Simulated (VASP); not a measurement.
LuSi2, 3 atoms in the cell. It takes space group P6/mmm (No. 191, hexagonal). Conventional cell: a = 3.673 Å, b = 3.673 Å, c = 3.967 Å, α = 90.00°, β = 90.00°, γ = 120.00°. Lu (site symmetry 6/mmm) has 12 Si at 2.90 Å and 6 Lu at 3.67 Å within 3.8 Å. Si (site symmetry -6m2) has 3 Si at 2.12 Å within 2.8 Å. 

| Quantity | Value |
| --- | --- |
| Program | VASP 6.6.1 |
| Task | relaxation of cell and atoms |
| Functional | LDA |
| Potentials or basis | VASP PAW PBE potentials, release 64 (Lu, Si) |
| Cutoff | 600 eV |
| k mesh | 10 × 10 × 8 |
| Occupations | fermi-dirac, width 0.05 eV |
| Spin | no spin polarisation |
| Dipole correction | no |
| Further INCAR settings | ALGO = Normal; EDIFF = 1e-06; IBRION = 2; EDIFFG = -0.005; NSW = 100; ISIF = 3 |

Potentials or basis: VASP PAW PBE potentials, release 64 (Lu, Si).

The run is started by

```sh
$ cat potpaw_PBE.64/Lu/POTCAR potpaw_PBE.64/Si/POTCAR > POTCAR
$ mpirun -np 1 vasp_std > vasp.out
```

Hardware: 1 thread of Intel(R) Xeon(R) 6975P-C (Granite Rapids), on a shared host.

Estimate the wall time of this run.

Wall time 4.7 min on 1 thread of Intel(R) Xeon(R) 6975P-C (Granite Rapids), with other jobs on the host, peak memory 0.24 GiB. Counts: scf iterations 113, k points 70, ion steps 11.
